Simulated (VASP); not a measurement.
# Zn4Se3S (Pmm2) in VASP: single point with PBE

Aim: the single point of Zn4Se3S with PBE.

All numbers are computed with VASP 6.6.1; they aren't measurements. Logs are shortened: lines on timing, memory, paths and dates and some standing lists are left out, and cuts for length are marked.

**1. The cell of the first run**

Symmetry: Pmm2, No. 25, orthorhombic system. The conventional cell has a = 4.002 Å, b = 8.009 Å, c = 5.657 Å, α = 90.00°, β = 90.00°, γ = 90.00°. Zn (site symmetry m) has 1 S at 2.37 Å and 3 Se at 2.47 to 2.49 Å within 3.1 Å. Within 3.2 Å of Zn (site symmetry mm2) lie 2 S at 2.39 Å and 2 Se at 2.48 Å. Within 3.3 Å of Zn (site symmetry mm2) lie 4 Se at 2.47 Å. Se (site symmetry m) has 4 Zn at 2.47 to 2.48 Å within 3.3 Å. Within 3.3 Å of Se (site symmetry mm2) lie 4 Zn at 2.47 to 2.49 Å. S (site symmetry mm2) has 4 Zn at 2.37 to 2.39 Å within 3.1 Å.

**2. Single point, PBE**

File INCAR:

```
PREC = Accurate
ENCUT = 520
EDIFF = 1E-7
ISMEAR = 0
SIGMA = 0.02
LREAL = F
LASPH = T
NELM = 60
ALGO = Normal
ISIF = 2
LWAVE = F
LCHARG = F
GGA = PE
NBANDS = 46
```

File KPOINTS:

```
Automatic mesh
0
Gamma
  8 4 6
```

File POSCAR:

```
Zn4Se3S
1.0
    4.0015399401      0.0000000000      0.0000000000
    0.0000000000      8.0088896697      0.0000000000
    0.0000000000      0.0000000000      5.6569267423
Zn Se S
4 3 1
Direct
    0.0000000000      0.7407121059      0.9934721515
    0.5000000000      0.5000000000      0.5176930194
    0.0000000000      0.2592878941      0.9934721515
    0.5000000000      0.0000000000      0.4947535128
    0.5000000000      0.7448273870      0.2501231232
    0.5000000000      0.2551726130      0.2501231232
    0.0000000000      0.0000000000      0.7508930150
    0.0000000000      0.5000000000      0.7494699032
```

Potentials or basis: VASP PAW PBE potentials, release 64 (Zn, Se, S).

Launch:

```
cat potpaw_PBE.64/Zn/POTCAR potpaw_PBE.64/Se/POTCAR potpaw_PBE.64/S/POTCAR > POTCAR
mpirun -np 1 vasp_std > vasp.out
```

OUTCAR:

```text
PREC = Accurate
   ENCUT = 520
   EDIFF = 1E-7
   ISMEAR = 0
   LREAL = F
   LASPH = T
   NELM = 60
   ISIF = 2
   GGA = PE

 ion  position               nearest neighbor table
   1  0.000  0.741  0.993-   8 2.37   5 2.47   5 2.47   7 2.49
   2  0.500  0.500  0.518-   8 2.39   8 2.39   5 2.48   6 2.48
   3  0.000  0.259  0.993-   8 2.37   6 2.47   6 2.47   7 2.49
   4  0.500  0.000  0.495-   5 2.47   6 2.47   7 2.47   7 2.47
   5  0.500  0.745  0.250-   4 2.47   1 2.47   1 2.47   2 2.48
   6  0.500  0.255  0.250-   4 2.47   3 2.47   3 2.47   2 2.48
   7  0.000  0.000  0.751-   4 2.47   4 2.47   1 2.49   3 2.49
   8  0.000  0.500  0.749-   1 2.37   3 2.37   2 2.39   2 2.39

  LATTYP: Found a simple orthorhombic cell.
 ALAT       =     4.0015399401
 B/A-ratio  =     1.4136874371
 C/A-ratio  =     2.0014518884

  Lattice vectors:

 A1 = (  -4.0015399401,   0.0000000000,   0.0000000000)
 A2 = (   0.0000000000,   0.0000000000,   5.6569267423)
 A3 = (   0.0000000000,   8.0088896697,   0.0000000000)

Analysis of symmetry for initial positions (statically):
=====================================================================
 Subroutine PRICEL returns:
 Original cell was already a primitive cell.

 Routine SETGRP: Setting up the symmetry group for a
 simple orthorhombic supercell.

 Subroutine GETGRP returns: Found  4 space group operations
 (whereof  4 operations were pure point group operations)
 out of a pool of  8 trial point group operations.

The static configuration has the point symmetry C_2v.

Analysis of symmetry for dynamics (positions and initial velocities):
=====================================================================
 Subroutine PRICEL returns:
 Original cell was already a primitive cell.

 Routine SETGRP: Setting up the symmetry group for a
 simple orthorhombic supercell.

 Subroutine GETGRP returns: Found  4 space group operations
 (whereof  4 operations were pure point group operations)
 out of a pool of  8 trial point group operations.

The dynamic configuration has the point symmetry C_2v.

 Subroutine INISYM returns: Found  4 space group operations
 (whereof  4 operations are pure point group operations),
 and found     1 'primitive' translations

----------------------------------------------------------------------------------------

                                     Primitive cell

  volume of cell :     181.2926
[... 106 lines left out ...]
   NFREE  =      0    steps in history (QN), initial steepest desc. (CG)
   ISIF   =      2    stress and relaxation
   ISYM   =      2    0-nonsym 1-usesym 2-fastsym
   POTIM  = 0.5000    time-step for ionic-motion
   TEBEG  =    0.0;   TEEND  =   0.0 temperature during run
   PSTRESS=    0.0 pullay stress
   NELECT =      72.0000    total number of electrons
   NUPDOWN=      -1.0000    fix difference up-down
   EMIN   =  10.00;   EMAX   =-10.00  energy-range for DOS
   EFERMI =   0.00;   METHOD = LEGACY
   ISMEAR =     0;   SIGMA  =   0.02  broadening in eV -4-tet -1-fermi 0-gaus
   EFERMI_NEDOS =   21; number of points for ismear=-14 and -15
   IALGO  =     38    algorithm
   IMIX   =      4    mixing-type and parameters
     AMIX     =   0.40;   BMIX     =  1.00
     AMIX_MAG =   1.60;   BMIX_MAG =  1.00
  volume/ion in A,a.u.               =      22.66       152.93
  Fermi-wavevector in a.u.,A,eV,Ry     =   1.203351  2.274004 19.701966  1.448054
  Thomas-Fermi vector in A             =   2.339107
   LORBIT       =      0    0 simple, 1 ext, 2 COOP (PROOUT), +10 PAW based schemes
   GGA     = PE    functional components
   LHFCALC =     F    Hartree Fock is set to
   AEXX    =    0.0000 exact exchange contribution
   IVDW    =     0    specifies the selected vdW correction
   LEPSILON=     F    determine dielectric tensor
   LRPA    =     F    only Hartree local field effects (RPA)
 non-spin polarized calculation
 Gauss-broadening in eV      SIGMA  =   0.02
  energy-cutoff  :      520.00
  volume of cell :      181.29
 maximum number of plane-waves:      4920
 NGX is ok and might be reduce to    30
   NGX = 15   NGY = 29   NGZ = 21

 number of electron      72.0000051 magnetization

 Free energy of the ion-electron system (eV)
  ---------------------------------------------------
  ext. energy  EPLUGINS =         0.00000000
  ---------------------------------------------------
  free energy    TOTEN  =       -24.90178872 eV

  energy without entropy =      -24.90178872  energy(sigma->0) =      -24.90178872

 E-fermi :   1.6628     XC(G=0):  -9.2583

 val. band max:        1.5255736498   @ k =   0.0000   0.0000   0.0000
 cond. band min:       2.8079003129   @ k =   0.0000   0.0000   0.0000
 fundamental gap:      1.2823266630
 Fermi energy:         1.6627997008

 k-point     1 :       0.0000    0.0000    0.0000
  band No.  band energies     occupation
      1     -11.5698      2.00000
      2     -10.8271      2.00000
      3     -10.8076      2.00000
      4     -10.5358      2.00000
      5      -4.9568      2.00000
      6      -4.9559      2.00000
[... 1165 lines left out ...]
     45       8.4359      0.00000
     46       8.7165      0.00000

 [... further k-points ...]

------------------------ aborting loop because EDIFF is reached ----------------------------------------

  FORCE on cell =-STRESS in cart. coord.  units (eV):
  Direction    XX          YY          ZZ          XY          YZ          ZX
  --------------------------------------------------------------------------------------
  -------------------------------------------------------------------------------------
  Total        0.2282143      0.2202454      0.2273384      0.0000000      0.0000000      0.0000000
  in kB        2.0168495      1.9464235      2.0091086      0.0000000      0.0000000      0.0000000
  external PRESSURE =       1.9907938 kB  Pullay stress =       0.0000000 kB

 VOLUME and BASIS-vectors are now :
 -----------------------------------------------------------------------------
  energy-cutoff  :      520.00
  volume of cell :      181.29
      direct lattice vectors                 reciprocal lattice vectors
     4.001539940  0.000000000  0.000000000     0.249903791  0.000000000  0.000000000
     0.000000000  8.008889670  0.000000000     0.000000000  0.124861253  0.000000000
     0.000000000  0.000000000  5.656926742     0.000000000  0.000000000  0.176774430

 POSITION                                       TOTAL-FORCE (eV/Angst)
 -----------------------------------------------------------------------------------
      0.00000      5.93228      5.62000         0.000000     -0.002793     -0.003774
      2.00077      4.00444      2.92855        -0.000000      0.000000      0.004167
      0.00000      2.07661      5.62000         0.000000      0.002793     -0.003774
      2.00077      0.00000      2.79878        -0.000000      0.000000     -0.000247
      2.00077      5.96524      1.41493        -0.000000     -0.001153      0.000695
      2.00077      2.04365      1.41493        -0.000000      0.001153      0.000695
      0.00000      0.00000      4.24775        -0.000000      0.000000      0.001596
      0.00000      4.00444      4.23970        -0.000000      0.000000      0.000642
 -----------------------------------------------------------------------------------
    total drift:                                0.000000      0.000000     -0.000608

  FREE ENERGIE OF THE ION-ELECTRON SYSTEM (eV)
  ---------------------------------------------------
  free  energy   TOTEN  =       -24.9017887183 eV

  energy  without entropy=      -24.9017887183  energy(sigma->0) =      -24.90178872
```

stdout:

```text
POSCAR found type information on POSCAR ZnSeS
 POSCAR found :  3 types and       8 ions
 scaLAPACK will be used
 LDA part: xc-table for (Slater+PW92), standard interpolation
 POSCAR, INCAR and KPOINTS ok, starting setup
 FFT: planning ... GRIDC
 FFT: planning ... GRID_SOFT
 FFT: planning ... GRID
 WAVECAR not read
 entering main loop
```

Run time: 10 min. Hardware: 1 thread of Intel Xeon Platinum 8259CL at 2.50GHz (Skylake/Cascade Lake), shared host; peak memory 0.52 GiB.

Results:

```
Free energy            : -24.9018 eV
Pressure               : 0.2 GPa
Largest force          : 0.005 eV/Å
Band gap on the k mesh : 1.28 eV
```

Forces in eV/Å, atoms in the order of the input:
```
Zn   0.000 -0.003 -0.004
Zn   0.000  0.000  0.004
Zn   0.000  0.003 -0.004
Zn   0.000  0.000  0.000
Se   0.000 -0.001  0.001
Se   0.000  0.001  0.001
Se   0.000  0.000  0.002
S    0.000  0.000  0.001
```
